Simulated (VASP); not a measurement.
Runs of VASP 6.6.1 on Mn3Si. The structure is cubic, space group Fm-3m (No. 225). Conventional cell: a = 5.722 Å, b = 5.722 Å, c = 5.722 Å, α = 90.00°, β = 90.00°, γ = 90.00°. Within 3.3 Å of Mn (site symmetry m-3m) lie 8 Mn at 2.48 Å and 6 Si at 2.86 Å. Within 3.3 Å of Mn (site symmetry -43m) lie 10 Mn at 2.48 to 2.86 Å and 4 Si at 2.48 Å. Within 3.3 Å of Si (site symmetry m-3m) lie 14 Mn at 2.48 to 2.86 Å. 

```tsv
fixed moment (μB)	pressure (GPa)	moment (μB)
5.07	(a)	5.07
6.34	(b)	6.34
10.14	27.5	10.14
3.8	-15.2	3.80
2.54	-15.6	2.54
```

Alike in all rows: task single point; level r2SCAN; potentials or basis VASP PAW PBE potentials, release 64 (Mn_pv, Si); spin collinear, ferromagnetic start; cell as given; k mesh 7 × 7 × 7; cutoff (eV) 520; smearing fermi-dirac 0.1 eV.

Task: Estimate the missing entries.

Result: (a) -5.0; (b) 3.4.

Caveats: the PAW data sets were made with another functional, which shifts forces and pressure a little; the total moment is fixed, so each spin has its own Fermi level and the state may be an excited one; the cell stands under tension (at least some runs); the cell stands under pressure (at least some runs).
